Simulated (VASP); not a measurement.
Input of a VASP 6.6.1 run:

The input INCAR:

```
ALGO = Normal ; EDIFF = 1E-6
EDIFFG = -0.04 ; ENCUT = 600
GGA = PE ; IBRION = 2
ISIF = 3 ; ISMEAR = 0
LASPH = True ; LCHARG = False
LREAL = False ; LWAVE = False
NELM = 100 ; NSW = 90
PREC = Accurate ; SIGMA = 0.1
```

The input KPOINTS:

```
k-points
0
Gamma
  6 6 4
```

Contents of POSCAR:

```
AlO2
1.0
    2.7281661300      0.0000000000      0.0000000000
    0.0000000000      2.7281661300      0.0000000000
    0.0000000000      0.0000000000      4.6867952400
Al O
1 2
Direct
    0.5000000000      0.5000000000      0.0000000000
    0.0000000000      0.5000000000      0.0000000000
    0.5000000000      0.0000000000      0.0000000000
```

Potentials or basis: VASP PAW PBE potentials, release 64 (Al, O).

Launch:

```sh
$ cat potpaw_PBE.64/Al/POTCAR potpaw_PBE.64/O/POTCAR > POTCAR
$ mpirun -np 1 vasp_std > vasp.out
```

(1) Estimate the space group after relaxing (to 0.05 Å).

(2) Estimate the relaxed volume.

Answers

(1) P4/mmm (No. 123).

(2) 18.55 Å³/atom.

Caveat: the k points lie up to 0.34 Å⁻¹ apart in the final cell; the volume moved by over 15 % at a fixed basis, so the end points are rough; an odd number of electrons without spin polarisation forces a metal; a magnetic or distorted state may lie lower.
